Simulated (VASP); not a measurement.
# Ir (Fm-3m) in VASP: density of states with LDA

Aim: the density of states of Ir with LDA.

All numbers are computed with VASP 6.6.1; they aren't measurements. Logs are shortened: lines on timing, memory, paths and dates and some standing lists are left out, and cuts for length are marked.

## Step 1: The cell of the first run

Symmetry: Fm-3m, No. 225, cubic system. The conventional cell has a = 3.811 Å, b = 3.811 Å, c = 3.811 Å, α = 90.00°, β = 90.00°, γ = 90.00°. Ir (site symmetry m-3m) has 12 Ir at 2.69 Å within 3.6 Å.

## Step 2: Density of states, LDA

The input, POSCAR:

```
Ir
1.0
    0.0000000000      1.9055489819      1.9055489819
    1.9055489819      0.0000000000      1.9055489819
    1.9055489819      1.9055489819      0.0000000000
Ir
1
Direct
    0.0000000000      0.0000000000      0.0000000000
```

The input, INCAR.step1:

```
SYSTEM = Ir
ALGO = Normal
EDIFF = 1E-7
ENCUT = 520
ISIF = 2
ISMEAR = 0
LASPH = .TRUE.
LCHARG = .TRUE.
LMAXMIX = 4
LREAL = .FALSE.
LWAVE = .FALSE.
NBANDS = 10
NELM = 80
PREC = Accurate
SIGMA = 0.05
```

The input, KPOINTS.step1:

```
k-points
0
G
  18 18 18
  0 0 0
```

The input, INCAR.step2:

```
SYSTEM = Ir
ALGO = Normal
EDIFF = 1E-7
ENCUT = 520
ICHARG = 11
ISIF = 2
ISMEAR = -5
LASPH = .TRUE.
LCHARG = .FALSE.
LMAXMIX = 4
LORBIT = 10
LREAL = .FALSE.
LWAVE = .FALSE.
NEDOS = 1001
NELM = 80
PREC = Accurate
SIGMA = 0.05
```

The input, KPOINTS.step2:

```
k-points
0
G
  27 27 27
  0 0 0
```

Potentials or basis: VASP PAW LDA potentials, release 64 (Ir).

Command:

```console
$ cat potpaw_LDA.64/Ir/POTCAR > POTCAR
$ cp INCAR.step1 INCAR
$ cp KPOINTS.step1 KPOINTS
$ mpirun -np 1 vasp_std > vasp.out
$ cp INCAR.step2 INCAR
$ cp KPOINTS.step2 KPOINTS
$ mpirun -np 1 vasp_std > vasp.out
```

OUTCAR:

```text
SYSTEM = Ir
   EDIFF = 1E-7
   ENCUT = 520
   ICHARG = 11
   ISIF = 2
   ISMEAR = -5
   LASPH = .TRUE.
   LORBIT = 10
   LREAL = .FALSE.
   NELM = 80
   PREC = Accurate

 ion  position               nearest neighbor table
   1  0.000  0.000  0.000-

  LATTYP: Found a face centered cubic cell.
 ALAT       =     3.8110979638

  Lattice vectors:

 A1 = (   0.0000000000,   1.9055489819,   1.9055489819)
 A2 = (   1.9055489819,   0.0000000000,   1.9055489819)
 A3 = (   1.9055489819,   1.9055489819,   0.0000000000)

Analysis of symmetry for initial positions (statically):
=====================================================================
 Subroutine PRICEL returns:
 Original cell was already a primitive cell.

 Routine SETGRP: Setting up the symmetry group for a
 face centered cubic supercell.

 Subroutine GETGRP returns: Found 48 space group operations
 (whereof 48 operations were pure point group operations)
 out of a pool of 48 trial point group operations.

The static configuration has the point symmetry O_h .

Analysis of symmetry for dynamics (positions and initial velocities):
=====================================================================
 Subroutine PRICEL returns:
 Original cell was already a primitive cell.

 Routine SETGRP: Setting up the symmetry group for a
 face centered cubic supercell.

 Subroutine GETGRP returns: Found 48 space group operations
 (whereof 48 operations were pure point group operations)
 out of a pool of 48 trial point group operations.

The dynamic configuration has the point symmetry O_h .

 Subroutine INISYM returns: Found 48 space group operations
 (whereof 48 operations are pure point group operations),
 and found     1 'primitive' translations

----------------------------------------------------------------------------------------

                                     Primitive cell

  volume of cell :      13.8385

  direct lattice vectors                    reciprocal lattice vectors
     0.000000000  1.905548982  1.905548982    -0.262391576  0.262391576  0.262391576
     1.905548982  0.000000000  1.905548982     0.262391576 -0.262391576  0.262391576
     1.905548982  1.905548982  0.000000000     0.262391576  0.262391576 -0.262391576

  length of vectors
     2.694853214  2.694853214  2.694853214     0.454475541  0.454475541  0.454475541

  position of ions in fractional coordinates (direct lattice)
     0.000000000  0.000000000  0.000000000

  ion indices of the primitive-cell ions
   primitive index   ion index
                 1           1

----------------------------------------------------------------------------------------

 KPOINTS: k-points

Automatic generation of k-mesh.
 Grid dimensions read from file:
 generate k-points for:   27   27   27

 Generating k-lattice:

  Cartesian coordinates                     Fractional coordinates (reciprocal lattice)
    -0.009718207  0.009718207  0.009718207     0.037037037  0.000000000  0.000000000
     0.009718207 -0.009718207  0.009718207     0.000000000  0.037037037  0.000000000
     0.009718207  0.009718207 -0.009718207     0.000000000  0.000000000  0.037037037

  Length of vectors
     0.016832427  0.016832427  0.016832427

  Shift w.r.t. Gamma in fractional coordinates (k-lattice)
     0.000000000  0.000000000  0.000000000

 TETIRR: Found   2653 inequivalent tetrahedra from   118098

 Subroutine IBZKPT returns following result:
 ===========================================

 Found    560 irreducible k-points:

 Following reciprocal coordinates:
            Coordinates               Weight
  0.000000  0.000000  0.000000      1.000000
  0.037037  0.000000  0.000000      8.000000
  0.074074  0.000000  0.000000      8.000000
  0.111111  0.000000  0.000000      8.000000
  0.148148  0.000000  0.000000      8.000000
  0.185185  0.000000  0.000000      8.000000
[... 16 lines left out ...]
  0.333333  0.037037  0.000000     24.000000
  0.370370  0.037037  0.000000     24.000000
 [... further k-points ...]
   k-points           NKPTS =    560   k-points in BZ     NKDIM =    560   number of bands    NBANDS=      8
   number of dos      NEDOS =   1001   number of ions     NIONS =      1
   total plane-waves  NPLWV =   8000
   dimension x,y,z NGX =    20 NGY =   20 NGZ =   20
   dimension x,y,z NGXF=    40 NGYF=   40 NGZF=   40
   ions per type =               1
   NGX,Y,Z   is equivalent  to a cutoff of  12.34, 12.34, 12.34 a.u.
   NGXF,Y,Z  is equivalent  to a cutoff of  24.68, 24.68, 24.68 a.u.
 SYSTEM =  Ir
   PREC   = accura    normal or accurate (medium, high low for compatibility)
   ISTART =      0    job   : 0-new  1-cont  2-samecut
   ICHARG =     11    charge: 1-file 2-atom 10-const
   ISPIN  =      1    spin polarized calculation?
   LNONCOLLINEAR =      F non collinear calculations
   LSORBIT =      F    spin-orbit coupling
   LASPH  =      T    aspherical Exc in radial PAW
   ENCUT  =  520.0 eV  38.22 Ry    6.18 a.u.   5.01  5.01  5.01*2*pi/ulx,y,z
   NELM   =     80;   NELMIN=  2; NELMDL=  0     # of ELM steps
   EDIFF  = 0.1E-06   stopping-criterion for ELM
   LREAL  =      F    real-space projection
   EDIFFG = 0.1E-05   stopping-criterion for IOM
   NSW    =      0    number of steps for IOM
   IBRION =     -1    ionic relax: 0-MD 1-quasi-New 2-CG
   NFREE  =      0    steps in history (QN), initial steepest desc. (CG)
   ISIF   =      2    stress and relaxation
   ISYM   =      2    0-nonsym 1-usesym 2-fastsym
   POTIM  = 0.5000    time-step for ionic-motion
   TEBEG  =    0.0;   TEEND  =   0.0 temperature during run
   PSTRESS=    0.0 pullay stress
   NELECT =       9.0000    total number of electrons
   NUPDOWN=      -1.0000    fix difference up-down
   EMIN   =  10.00;   EMAX   =-10.00  energy-range for DOS
   EFERMI =   0.00;   METHOD = LEGACY
   ISMEAR =    -5;   SIGMA  =   0.05  broadening in eV -4-tet -1-fermi 0-gaus
   EFERMI_NEDOS =   21; number of points for ismear=-14 and -15
   IALGO  =     38    algorithm
   IMIX   =      4    mixing-type and parameters
     AMIX     =   0.40;   BMIX     =  1.00
     AMIX_MAG =   1.60;   BMIX_MAG =  1.00
  volume/ion in A,a.u.               =      13.84        93.39
  Fermi-wavevector in a.u.,A,eV,Ry     =   1.418379  2.680347 27.372178  2.011798
  Thomas-Fermi vector in A             =   2.539510
   LORBIT       =     10    0 simple, 1 ext, 2 COOP (PROOUT), +10 PAW based schemes
   GGA     = CA    functional components
   LHFCALC =     F    Hartree Fock is set to
   AEXX    =    0.0000 exact exchange contribution
   IVDW    =     0    specifies the selected vdW correction
   LEPSILON=     F    determine dielectric tensor
   LRPA    =     F    only Hartree local field effects (RPA)
 non-spin polarized calculation
 Fermi weights with tetrahedron method with Bloechl corrections
  energy-cutoff  :      520.00
  volume of cell :       13.84
 maximum number of plane-waves:       383

 number of electron       9.0000001 magnetization

 Free energy of the ion-electron system (eV)
  ---------------------------------------------------
  ext. energy  EPLUGINS =         0.00000000
  ---------------------------------------------------
  free energy    TOTEN  =       -10.32437109 eV

  energy without entropy =      -10.32437109  energy(sigma->0) =      -10.32437109

 E-fermi :  10.6901     XC(G=0): -14.2672

 val. band max:       10.6974892434   @ k =  -0.4815   0.4444   0.0000
 cond. band min:      10.6591590280   @ k =   0.4815   0.3333   0.1111
 fundamental gap:     -0.0383302154
 Fermi energy:        10.6900784627

 k-point     1 :       0.0000    0.0000    0.0000
  band No.  band energies     occupation
      1      -0.6412      2.00000
      2       6.6521      2.00000
      3       6.6521      2.00000
      4       6.6521      2.00000
      5       9.4758      2.00000
      6       9.4758      2.00000
      7      24.9998      0.00000
      8      30.6719      0.00000

 k-point     2 :       0.0370    0.0000    0.0000
  band No.  band energies     occupation
      1      -0.5782      2.00000
      2       6.6174      2.00000
      3       6.6802      2.00000
      4       6.6802      2.00000
      5       9.4568      2.00000
      6       9.4568      2.00000
      7      25.1112      0.00000
      8      30.3140      0.00000

 k-point     3 :       0.0741    0.0000    0.0000
  band No.  band energies     occupation
      1      -0.3920      2.00000
      2       6.5202      2.00000
      3       6.7600      2.00000
      4       6.7600      2.00000
      5       9.4061      2.00000
      6       9.4061      2.00000
      7      25.4335      0.00000
      8      29.4793      0.00000

 k-point     4 :       0.1111    0.0000    0.0000
  band No.  band energies     occupation
      1      -0.0917      2.00000
      2       6.3804      2.00000
      3       6.8773      2.00000
      4       6.8773      2.00000
      5       9.3438      2.00000
      6       9.3438      2.00000
      7      25.9282      0.00000
      8      28.4816      0.00000

 k-point     5 :       0.1481    0.0000    0.0000
  band No.  band energies     occupation
      1       0.3053      2.00000
      2       6.2292      2.00000
      3       7.0054      2.00000
      4       7.0054      2.00000
      5       9.3041      2.00000
      6       9.3041      2.00000
      7      26.4968      0.00000
      8      27.4910      0.00000
[... 177 lines left out ...]
 k-point    22 :       0.2963    0.0370    0.0000
  band No.  band energies     occupation
      1       1.9983      2.00000
      2       6.3111      2.00000
      3       7.0176      2.00000
      4       7.0997      2.00000
      5       9.7538      2.00000
      6      10.2118      2.00000
      7      23.7010      0.00000
      8      27.3205      0.00000

 k-point    23 :       0.3333    0.0370    0.0000
  band No.  band energies     occupation
      1       2.2480      2.00000
      2       6.7782      2.00000
      3       6.8969      2.00000
      4       6.9910      2.00000
      5      10.1856      2.00000
      6      10.5800      1.39148
      7      22.5883      0.00000
      8      26.6191      0.00000

 k-point    24 :       0.3704    0.0370    0.0000
  band No.  band energies     occupation
      1       2.3719      2.00000
      2       6.7526      2.00000
      3       6.8723      2.00000
      4       7.4626      2.00000
      5      10.6520      1.38444
      6      10.9514     -0.02805
      7      21.4023      0.00000
      8      25.9061      0.00000

 [... further k-points ...]

------------------------ aborting loop because EDIFF is reached ----------------------------------------

  FORCE on cell =-STRESS in cart. coord.  units (eV):
  Direction    XX          YY          ZZ          XY          YZ          ZX
  --------------------------------------------------------------------------------------
  -------------------------------------------------------------------------------------
  Total        0.2021911      0.2021911      0.2021911      0.0000000      0.0000000      0.0000000
  in kB       23.4089708     23.4089708     23.4089708      0.0000000      0.0000000      0.0000000
  external PRESSURE =      23.4089708 kB  Pullay stress =       0.0000000 kB

 VOLUME and BASIS-vectors are now :
 -----------------------------------------------------------------------------
  energy-cutoff  :      520.00
  volume of cell :       13.84
      direct lattice vectors                 reciprocal lattice vectors
     0.000000000  1.905548982  1.905548982    -0.262391576  0.262391576  0.262391576
     1.905548982  0.000000000  1.905548982     0.262391576 -0.262391576  0.262391576
     1.905548982  1.905548982  0.000000000     0.262391576  0.262391576 -0.262391576

 POSITION                                       TOTAL-FORCE (eV/Angst)
 -----------------------------------------------------------------------------------
      0.00000      0.00000      0.00000         0.000000      0.000000      0.000000
 -----------------------------------------------------------------------------------
    total drift:                                0.000000     -0.000000     -0.000000

  FREE ENERGIE OF THE ION-ELECTRON SYSTEM (eV)
  ---------------------------------------------------
  free  energy   TOTEN  =       -10.3243710910 eV

  energy  without entropy=      -10.3243710910  energy(sigma->0) =      -10.32437109

 total charge

# of ion       s       p       d       tot
------------------------------------------
    1        0.690   0.767   7.036   8.492
```

Run time: 24 s. Hardware: 1 thread of Intel Xeon 6975P-C (Granite Rapids), shared host; peak memory 0.18 GiB.

Results:

```yaml
Valence_electrons_inside_the_program's_atomic_spheres: Ir 8.49
```

Levels at points of the mesh, in eV from the Fermi level:
| k point | band 1 | band 2 | band 3 | band 4 | band 5 | band 6 | band 7 | band 8 |
| --- | --- | --- | --- | --- | --- | --- | --- | --- |
| (0.00, 0.00, 0.00) | -11.33 | -4.04 | -4.04 | -4.04 | -1.21 | -1.21 | 14.31 | 19.98 |

Caveat: spin-orbit coupling is left out, which moves the levels of the heavy elements; tetrahedron occupations give inexact forces and stress in metals.
